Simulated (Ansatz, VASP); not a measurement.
## Pt: VASP beside Ansatz

The input INCAR:

```
PREC = Accurate ; ENCUT = 520
EDIFF = 1E-6 ; ISMEAR = -1
SIGMA = 0.08 ; LREAL = F
LASPH = T ; NELM = 80
ALGO = Normal ; ISIF = 2
LWAVE = F ; LCHARG = F
GGA = PE ; NBANDS = 11
```

The input KPOINTS:

```
regular mesh
0
Gamma
  16 16 15
```

POSCAR

```
Pt
1.0
    2.2934780562      0.0000000000      0.0000000000
   -1.1467390281      1.9862102597      0.0000000000
    0.0000000000      0.0000000000      2.2176488620
Pt
1
Direct
    0.0000000000      0.0000000000      0.0000000000
```

Input for Ansatz:

```yaml
crystal:
  lattice:
    - [2.2934780562, 0.0, 0.0]
    - [-1.1467390281, 1.9862102597, 0.0]
    - [0.0, 0.0, 2.217648862]
  atoms:
    - { symbol: Pt, position: [0.0, 0.0, 0.0] }
kpoints:
  mp_grid: { grid: [16, 16, 15] }
scf:
  occupations: { method: fermi_dirac, width: 0.08 }
hamiltonian:
  xc: pbe
  pseudopotentials: { kind: paw }
output:
  forces: true
  stress: true
  eigenvalues: true
  populations: true
```

Change from the starting cell: volume scaled by 0.6, PAW files.

Alike in both runs: task single point; functional PBE; k mesh 16 × 16 × 15; occupations fermi-dirac, width 0.08 eV; no spin polarisation.

```csv
,VASP,Ansatz
version,VASP 6.6.1,Ansatz 0.2.0
potentials or method,"VASP PAW PBE potentials, release 64 (Pt)","PAW with Ansatz's default frozen-core files, scalar-relativistic"
plane-wave cutoff (eV),520,420
valence electrons in the cell,10,18
```

Ansatz gave:

```
pressure (GPa)                                                : 414.1
traceless stress, the component that is largest in VASP (GPa) : 0.12
```

Task: What did VASP give for the same quantities?

Result: Pressure (GPa): 413.6; traceless stress, the component that is largest in VASP (GPa): -3.14.

Both programs put the cell under a high pressure, so it lies far from rest at this level. VASP's potentials hold 10 valence electrons a cell and Ansatz's 18, so a difference there can come from the potentials and not from the codes.

Spin-orbit coupling is off throughout. Noted on VASP's run: the cell as given lies far from equilibrium.
